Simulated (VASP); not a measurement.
Set up this calculation in VASP 6.6.1, as the native input.

```
Task                   : single point
Functional             : PBE
Potentials or basis    : VASP PAW PBE potentials, release 64 (Ag)
Cutoff                 : 520 eV
k mesh                 : 20 × 20 × 20
Occupations            : gaussian, width 0.15 eV
Spin                   : no spin polarisation
Dipole correction      : no
Further INCAR settings : ALGO = Normal; EDIFF = 1e-07; NBANDS = 12
```

The structure of Ag lies in POSCAR:

```
Ag
1.0
    0.0000000000      2.0431000000      2.1452550000
    2.0431000000      0.0000000000      2.1452550000
    2.0431000000      2.0431000000      0.0000000000
Ag
1
Direct
    0.0000000000      0.0000000000      0.0000000000
```

This cell differs from its parent crystal: strain +0.000 along x and y, +0.050 along z.

The input as run:

INCAR

```
PREC = Accurate
ENCUT = 520
EDIFF = 1E-7
ISMEAR = 0
SIGMA = 0.15
LREAL = F
LASPH = T
NELM = 80
ALGO = Normal
ISIF = 2
LWAVE = F
LCHARG = T
GGA = PE
LELF = T
LVHAR = T
NBANDS = 12
```

KPOINTS

```
regular mesh
0
Gamma
  20 20 20
```

Potentials or basis: VASP PAW PBE potentials, release 64 (Ag).

The run is started by

```sh
$ cat potpaw_PBE.64/Ag/POTCAR > POTCAR
$ mpirun -np 1 vasp_std > vasp.out
```

Results of the run:

```
Pressure               : -0.4 GPa
Band gap on the k mesh : zero (an odd number of electrons rules out a gap without spin polarisation)
```

Caveat: the cell differs from its parent crystal (strain +0.000 along x and y, +0.050 along z).

It took 35 s on 1 thread of Intel(R) Xeon(R) 6975P-C (Granite Rapids) (shared host), peak memory 0.25 GiB.
